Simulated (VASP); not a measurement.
# Ba (Cmcm) in VASP: single point with LDA

Aim: the single point of Ba with LDA.

All numbers are computed with VASP 6.6.1; they aren't measurements. Logs are shortened: lines on timing, memory, paths and dates and some standing lists are left out, and cuts for length are marked.

### Step 1. The cell of the first run

It takes space group Cmcm (No. 63, orthorhombic). The conventional cell has a = 7.192 Å, b = 4.860 Å, c = 7.278 Å, α = 90.00°, β = 90.00°, γ = 90.00°. Ba (site symmetry m2m) has 14 Ba at 4.34 to 5.12 Å within 5.7 Å.

### Step 2. Single point, LDA (x and y stretched by -1 %, z held)

INCAR

```
  ALGO = Normal
  EDIFF = 1E-6
  ENCUT = 520
  GGA = CA
  ISIF = 2
  ISMEAR = -1
  LASPH = True
  LCHARG = False
  LREAL = False
  LWAVE = False
  NBANDS = 17
  NELM = 100
  PREC = Accurate
  SIGMA = 0.05
```

KPOINTS

```
k-points
0
Gamma
  10 10 6
```

POSCAR

```
Ba
1.0
    3.5962066800     -2.4298015500      0.0000000000
    3.5962066800      2.4298015500      0.0000000000
    0.0000000000      0.0000000000      7.2781340000
Ba
2
Direct
    0.7441300000      0.2558700000      0.2500000000
    0.2558700000      0.7441300000      0.7500000000
```

Potentials or basis: VASP PAW LDA potentials, release 64 (Ba_sv).

Run with:

```bash
$ cat potpaw_LDA.64/Ba_sv/POTCAR > POTCAR
$ mpirun -np 1 vasp_std > vasp.out
```

OUTCAR:

```text
EDIFF = 1E-6
   ENCUT = 520
   GGA = CA
   ISIF = 2
   ISMEAR = -1
   LASPH = True
   LREAL = False
   NELM = 100
   PREC = Accurate

 ion  position               nearest neighbor table
   1  0.744  0.256  0.250-   2 4.34   2 4.34   2 4.41   2 4.41
   2  0.256  0.744  0.750-   1 4.34   1 4.34   1 4.41   1 4.41

  LATTYP: Found a base centered orthorhombic cell.
 ALAT       =     4.8596031000
 B/A-ratio  =     1.4800413145
 C/A-ratio  =     1.4976807468

  Lattice vectors:

 A1 = (  -3.5962066800,  -2.4298015500,   0.0000000000)
 A2 = (   3.5962066800,  -2.4298015500,   0.0000000000)
 A3 = (   0.0000000000,   0.0000000000,   7.2781340000)

Analysis of symmetry for initial positions (statically):
=====================================================================
 Subroutine PRICEL returns:
 Original cell was already a primitive cell.

 Routine SETGRP: Setting up the symmetry group for a
 base centered orthorhombic supercell.

 Subroutine GETGRP returns: Found  8 space group operations
 (whereof  4 operations were pure point group operations)
 out of a pool of  8 trial point group operations.

The static configuration has the point symmetry C_2h.
 The point group associated with its full space group is D_2h.

Analysis of symmetry for dynamics (positions and initial velocities):
=====================================================================
 Subroutine PRICEL returns:
 Original cell was already a primitive cell.

 Routine SETGRP: Setting up the symmetry group for a
 base centered orthorhombic supercell.

 Subroutine GETGRP returns: Found  8 space group operations
 (whereof  4 operations were pure point group operations)
 out of a pool of  8 trial point group operations.

The dynamic configuration has the point symmetry C_2h.
 The point group associated with its full space group is D_2h.

 Subroutine INISYM returns: Found  8 space group operations
 (whereof  4 operations are pure point group operations),
 and found     1 'primitive' translations

----------------------------------------------------------------------------------------

                                     Primitive cell

  volume of cell :     127.1937

  direct lattice vectors                    reciprocal lattice vectors
     3.596206680 -2.429801550  0.000000000     0.139035390 -0.205778122  0.000000000
     3.596206680  2.429801550  0.000000000     0.139035390  0.205778122  0.000000000
     0.000000000  0.000000000  7.278134000     0.000000000  0.000000000  0.137397855

  length of vectors
     4.340119590  4.340119590  7.278134000     0.248345476  0.248345476  0.137397855

  position of ions in fractional coordinates (direct lattice)
     0.744130000  0.255870000  0.250000000
     0.255870000  0.744130000  0.750000000

  ion indices of the primitive-cell ions
   primitive index   ion index
                 1           1
                 2           2

----------------------------------------------------------------------------------------

 KPOINTS: k-points

Automatic generation of k-mesh.
 Grid dimensions read from file:
 generate k-points for:   10   10    6

 Generating k-lattice:

  Cartesian coordinates                     Fractional coordinates (reciprocal lattice)
     0.013903539 -0.020577812  0.000000000     0.100000000 -0.000000000  0.000000000
     0.013903539  0.020577812  0.000000000    -0.000000000  0.100000000  0.000000000
     0.000000000  0.000000000  0.022899642     0.000000000  0.000000000  0.166666667

  Length of vectors
     0.024834548  0.024834548  0.022899642

  Shift w.r.t. Gamma in fractional coordinates (k-lattice)
     0.000000000  0.000000000  0.000000000

 Subroutine IBZKPT returns following result:
 ===========================================

 Found    124 irreducible k-points:

 Following reciprocal coordinates:
            Coordinates               Weight
  0.000000  0.000000  0.000000      1.000000
  0.100000 -0.000000  0.000000      4.000000
  0.200000 -0.000000  0.000000      4.000000
  0.300000 -0.000000  0.000000      4.000000
  0.400000  0.000000  0.000000      4.000000
  0.500000 -0.000000  0.000000      2.000000
[... 16 lines left out ...]
  0.300000  0.300000  0.000000      2.000000
  0.400000  0.300000  0.000000      4.000000
 [... further k-points ...]
   k-points           NKPTS =    124   k-points in BZ     NKDIM =    124   number of bands    NBANDS=     17
   number of dos      NEDOS =    301   number of ions     NIONS =      2
   total plane-waves  NPLWV =  55296
   dimension x,y,z NGX =    32 NGY =   32 NGZ =   54
   dimension x,y,z NGXF=    64 NGYF=   64 NGZF=  108
   ions per type =               2
   NGX,Y,Z   is equivalent  to a cutoff of  12.26, 12.26, 12.33 a.u.
   NGXF,Y,Z  is equivalent  to a cutoff of  24.51, 24.51, 24.67 a.u.
 SYSTEM =  unknown system
   PREC   = accura    normal or accurate (medium, high low for compatibility)
   ISTART =      0    job   : 0-new  1-cont  2-samecut
   ICHARG =      2    charge: 1-file 2-atom 10-const
   ISPIN  =      1    spin polarized calculation?
   LNONCOLLINEAR =      F non collinear calculations
   LSORBIT =      F    spin-orbit coupling
   LASPH  =      T    aspherical Exc in radial PAW
   ENCUT  =  520.0 eV  38.22 Ry    6.18 a.u.   8.07  8.07 13.53*2*pi/ulx,y,z
   NELM   =    100;   NELMIN=  2; NELMDL= -5     # of ELM steps
   EDIFF  = 0.1E-05   stopping-criterion for ELM
   LREAL  =      F    real-space projection
   EDIFFG = 0.1E-04   stopping-criterion for IOM
   NSW    =      0    number of steps for IOM
   IBRION =     -1    ionic relax: 0-MD 1-quasi-New 2-CG
   NFREE  =      0    steps in history (QN), initial steepest desc. (CG)
   ISIF   =      2    stress and relaxation
   ISYM   =      2    0-nonsym 1-usesym 2-fastsym
   POTIM  = 0.5000    time-step for ionic-motion
   TEBEG  =    0.0;   TEEND  =   0.0 temperature during run
   PSTRESS=    0.0 pullay stress
   NELECT =      20.0000    total number of electrons
   NUPDOWN=      -1.0000    fix difference up-down
   EMIN   =  10.00;   EMAX   =-10.00  energy-range for DOS
   EFERMI =   0.00;   METHOD = LEGACY
   ISMEAR =    -1;   SIGMA  =   0.05  broadening in eV -4-tet -1-fermi 0-gaus
   EFERMI_NEDOS =   21; number of points for ismear=-14 and -15
   IALGO  =     38    algorithm
   IMIX   =      4    mixing-type and parameters
     AMIX     =   0.40;   BMIX     =  1.00
     AMIX_MAG =   1.60;   BMIX_MAG =  1.00
  volume/ion in A,a.u.               =      63.60       429.17
  Fermi-wavevector in a.u.,A,eV,Ry     =   0.883615  1.669790 10.623091  0.780775
  Thomas-Fermi vector in A             =   2.004405
   LORBIT       =      0    0 simple, 1 ext, 2 COOP (PROOUT), +10 PAW based schemes
   GGA     = CA    functional components
   LHFCALC =     F    Hartree Fock is set to
   AEXX    =    0.0000 exact exchange contribution
   IVDW    =     0    specifies the selected vdW correction
   LEPSILON=     F    determine dielectric tensor
   LRPA    =     F    only Hartree local field effects (RPA)
 non-spin polarized calculation
  energy-cutoff  :      520.00
  volume of cell :      127.19
 maximum number of plane-waves:      3454
   NGX = 17   NGY = 17   NGZ = 27

 number of electron      20.0000000 magnetization

 Free energy of the ion-electron system (eV)
  ---------------------------------------------------
  ext. energy  EPLUGINS =         0.00000000
  ---------------------------------------------------
  free energy    TOTEN  =        -4.41993736 eV

  energy without entropy =       -4.39957536  energy(sigma->0) =       -4.40975636

 E-fermi :   1.3940     XC(G=0):  -7.5852

 val. band max:        1.3854054279   @ k =  -0.3000   0.3000   0.3333
 cond. band min:       1.3975368600   @ k =  -0.4000   0.3000   0.5000
 fundamental gap:      0.0121314321
 Fermi energy:         1.3940050053

 k-point     1 :       0.0000    0.0000    0.0000
  band No.  band energies     occupation
      1     -27.4399      2.00000
      2     -27.4007      2.00000
      3     -12.8587      2.00000
      4     -12.5316      2.00000
      5     -12.4120      2.00000
      6     -12.4043      2.00000
[... 9 lines left out ...]
     16       4.2720      0.00000
     17       4.3420      0.00000

 k-point     2 :       0.1000   -0.0000    0.0000
  band No.  band energies     occupation
      1     -27.4367      2.00000
      2     -27.3994      2.00000
      3     -12.8442      2.00000
      4     -12.5488      2.00000
      5     -12.4412      2.00000
      6     -12.4188      2.00000
[... 9 lines left out ...]
     16       4.2180      0.00000
     17       4.3686      0.00000

 k-point     3 :       0.2000   -0.0000    0.0000
  band No.  band energies     occupation
      1     -27.4281      2.00000
      2     -27.3962      2.00000
      3     -12.8030      2.00000
      4     -12.6090      2.00000
      5     -12.5384      2.00000
      6     -12.4428      2.00000
[... 9 lines left out ...]
     16       4.2885      0.00000
     17       4.3386      0.00000

 k-point     4 :       0.3000   -0.0000    0.0000
  band No.  band energies     occupation
      1     -27.4164      2.00000
      2     -27.3932      2.00000
      3     -12.7417      2.00000
      4     -12.6978      2.00000
      5     -12.6556      2.00000
      6     -12.4760      2.00000
[... 9 lines left out ...]
     16       4.3170      0.00000
     17       4.7954      0.00000

 k-point     5 :       0.4000    0.0000    0.0000
  band No.  band energies     occupation
      1     -27.4051      2.00000
      2     -27.3926      2.00000
      3     -12.7704      2.00000
      4     -12.7503      2.00000
      5     -12.6700      2.00000
      6     -12.5273      2.00000
[... 9 lines left out ...]
     16       4.5767      0.00000
     17       5.1501      0.00000

 k-point     6 :       0.5000   -0.0000    0.0000
  band No.  band energies     occupation
      1     -27.3982      2.00000
      2     -27.3950      2.00000
      3     -12.7930      2.00000
      4     -12.7910      2.00000
      5     -12.6109      2.00000
      6     -12.5787      2.00000
[... 9 lines left out ...]
     16       4.3813      0.00000
     17       5.2613      0.00000

 k-point     7 :       0.1000    0.1000    0.0000
  band No.  band energies     occupation
      1     -27.4358      2.00000
      2     -27.3974      2.00000
      3     -12.8466      2.00000
      4     -12.5472      2.00000
      5     -12.4504      2.00000
      6     -12.4313      2.00000
[... 9 lines left out ...]
     16       3.8195      0.00000
     17       4.1132      0.00000

 k-point     8 :       0.2000    0.1000    0.0000
  band No.  band energies     occupation
      1     -27.4293      2.00000
      2     -27.3935      2.00000
      3     -12.8216      2.00000
      4     -12.5906      2.00000
      5     -12.5312      2.00000
      6     -12.4627      2.00000
[... 9 lines left out ...]
     16       3.7703      0.00000
     17       4.1160      0.00000
[... 203 lines left out ...]
      1     -27.4006      2.00000
      2     -27.3823      2.00000
      3     -12.7754      2.00000
      4     -12.7695      2.00000
      5     -12.6816      2.00000
      6     -12.5524      2.00000
[... 9 lines left out ...]
     16       4.7158      0.00000
     17       4.9331      0.00000

 k-point    20 :      -0.4000    0.2000    0.0000
  band No.  band energies     occupation
      1     -27.3961      2.00000
      2     -27.3882      2.00000
      3     -12.7564      2.00000
      4     -12.7517      2.00000
      5     -12.6246      2.00000
      6     -12.5693      2.00000
[... 9 lines left out ...]
     16       4.8148      0.00000
     17       5.0479      0.00000

 k-point    21 :      -0.3000    0.2000    0.0000
  band No.  band energies     occupation
      1     -27.3992      2.00000
      2     -27.3940      2.00000
      3     -12.6924      2.00000
      4     -12.6875      2.00000
      5     -12.6284      2.00000
      6     -12.5888      2.00000
[... 9 lines left out ...]
     16       4.3069      0.00000
     17       5.0294      0.00000

 k-point    22 :      -0.2000    0.2000    0.0000
  band No.  band energies     occupation
      1     -27.4107      2.00000
      2     -27.3953      2.00000
      3     -12.6983      2.00000
      4     -12.6399      2.00000
      5     -12.6121      2.00000
      6     -12.5570      2.00000
[... 9 lines left out ...]
     16       3.7239      0.00000
     17       4.8942      0.00000

 k-point    23 :       0.3000    0.3000    0.0000
  band No.  band energies     occupation
      1     -27.4119      2.00000
      2     -27.3782      2.00000
      3     -12.7744      2.00000
      4     -12.7175      2.00000
      5     -12.6369      2.00000
      6     -12.6317      2.00000
[... 9 lines left out ...]
     16       4.1246      0.00000
     17       4.7359      0.00000

 k-point    24 :       0.4000    0.3000    0.0000
  band No.  band energies     occupation
      1     -27.4052      2.00000
      2     -27.3744      2.00000
      3     -12.7789      2.00000
      4     -12.7471      2.00000
      5     -12.7097      2.00000
      6     -12.6287      2.00000
[... 9 lines left out ...]
     16       4.8126      0.00000
     17       4.8525      0.00000

 [... further k-points ...]

------------------------ aborting loop because EDIFF is reached ----------------------------------------

  FORCE on cell =-STRESS in cart. coord.  units (eV):
  Direction    XX          YY          ZZ          XY          YZ          ZX
  --------------------------------------------------------------------------------------
  -------------------------------------------------------------------------------------
  Total       -1.0020286     -0.9101200     -1.1938490      0.0000000      0.0000000      0.0000000
  in kB      -12.6219143    -11.4642003    -15.0381526      0.0000000      0.0000000      0.0000000
  external PRESSURE =     -13.0414224 kB  Pullay stress =       0.0000000 kB

 VOLUME and BASIS-vectors are now :
 -----------------------------------------------------------------------------
  energy-cutoff  :      520.00
  volume of cell :      127.19
      direct lattice vectors                 reciprocal lattice vectors
     3.596206680 -2.429801550  0.000000000     0.139035390 -0.205778122  0.000000000
     3.596206680  2.429801550  0.000000000     0.139035390  0.205778122  0.000000000
     0.000000000  0.000000000  7.278134000     0.000000000  0.000000000  0.137397855

 POSITION                                       TOTAL-FORCE (eV/Angst)
 -----------------------------------------------------------------------------------
      3.59621     -1.18637      1.81953         0.000000     -0.035259     -0.000000
      3.59621      1.18637      5.45860         0.000000      0.035259      0.000000
 -----------------------------------------------------------------------------------
    total drift:                                0.000000      0.000000     -0.000000

  FREE ENERGIE OF THE ION-ELECTRON SYSTEM (eV)
  ---------------------------------------------------
  free  energy   TOTEN  =        -4.4199373553 eV

  energy  without entropy=       -4.3995753582  energy(sigma->0) =       -4.40975636
```

Wall time 2.8 min (1 thread of Intel Xeon 8259CL, shared host); peak memory 0.35 GiB.

Results:

| Quantity | Value |
| --- | --- |
| Free energy | -4.4199 eV |
| Pressure | -1.3 GPa |
| Largest force | 0.035 eV/Å |
| Band gap on the k mesh | zero (bands 10 and 11 overlap by 0.87 eV) |

Forces in eV/Å, atoms in the order of the input:
```
Ba   0.000 -0.035  0.000
Ba   0.000  0.035  0.000
```

Stress tensor (GPa, compression positive):
```
-1.26  0.00  0.00
 0.00 -1.15  0.00
 0.00  0.00 -1.50
```

Caveat: the cell differs from its parent crystal (x and y stretched by -1 %, z held); spin-orbit coupling is left out, which moves the levels of the heavy elements.
